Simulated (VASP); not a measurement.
Runs of VASP 6.6.1 on LiF. The structure is that of space group P6_3mc (No. 186), or close to it. The cells are those of the table. 

```csv
cell,gap on the mesh (eV),largest force (eV/Å)
"a = 3.035, b = 3.035, c = 4.767 Å, angles 90.0, 90.0, 120.0°, 4 atoms",7.87,-
"a = 3.160, b = 3.160, c = 4.963 Å, angles 90.0, 90.0, 120.0°, 4 atoms",(b),0.01
"a = 3.009, b = 3.009, c = 4.726 Å, angles 90.0, 90.0, 120.0°, 4 atoms",8.01,0.01
"a = 2.955, b = 2.955, c = 4.641 Å, angles 90.0, 90.0, 120.0°, 4 atoms",8.32,0.01
"a = 3.061, b = 3.061, c = 4.807 Å, angles 90.0, 90.0, 120.0°, 4 atoms",(a),-
```

Alike in all rows: task single point; level PBEsol+D3(BJ); potentials or basis VASP PAW PBE potentials, release 64 (Li_sv, F); no spin polarisation; k mesh 6 × 6 × 4; cutoff (eV) 520; smearing gaussian 0.01 eV.

Problem. Fill in the values left out.

Solution. (a) 7.74; (b) 7.26.

Caveats: three body term missing; the PAW data sets were made with another functional, which shifts forces and pressure a little.

A k mesh can miss the band edges.
